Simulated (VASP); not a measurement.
Set up this calculation in VASP 6.6.1, as the native input.

```yaml
Task: single point
Functional: PBE
Potentials_or_basis: VASP PAW PBE potentials, release 64 (Hf_pv, Si)
Cutoff: 520 eV
k_mesh: 12 × 12 × 8
Occupations: gaussian, width 0.1 eV
Spin: no spin polarisation
Dipole_correction: no
Further_INCAR_settings: ALGO = Normal; EDIFF = 1e-06; NBANDS = 21
```

The structure of HfSi4 lies in POSCAR:

```
HfSi4
1.0
    5.1827470688      0.0000000000      0.0000000000
   -2.5913735344      4.4883906230      0.0000000000
    0.0000000000      0.0000000000      5.1327629517
Hf Si
1 4
Direct
    0.0000000000      0.0000000000      0.5000000000
    0.5000000000      0.0000000000      0.5000000000
    0.0000000000      0.5000000000      0.5000000000
    0.5000000000      0.5000000000      0.5000000000
    0.0000000000      0.0000000000      0.0000000000
```

The cell was built from a structure type or drawn by symmetry, and may not be a known phase.

These files were run (other wordings do the same):

INCAR

```
SYSTEM = HfSi4
ALGO = Normal
EDIFF = 1E-6
ENCUT = 520
GGA = PE
ISIF = 2
ISMEAR = 0
LASPH = .True.
LCHARG = .False.
LREAL = .False.
LWAVE = .False.
NBANDS = 21
NELM = 80
PREC = Accurate
SIGMA = 0.1
```

KPOINTS

```
k-points
0
Gamma
  12 12 8
  0 0 0
```

Potentials or basis: VASP PAW PBE potentials, release 64 (Hf_pv, Si).

Run with:

```console
$ cat potpaw_PBE.64/Hf_pv/POTCAR potpaw_PBE.64/Si/POTCAR > POTCAR
$ mpirun -np 1 vasp_std > vasp.out
```

It gave:

- Pressure: 0.3 GPa
- Band gap on the k mesh: zero (bands 13 and 14 overlap by 1.95 eV)

Caveat: spin-orbit coupling is left out, which moves the levels of the heavy elements.

Run time: 4.8 min on 1 thread of Intel Xeon 8259CL (shared host), peak memory 0.39 GiB.
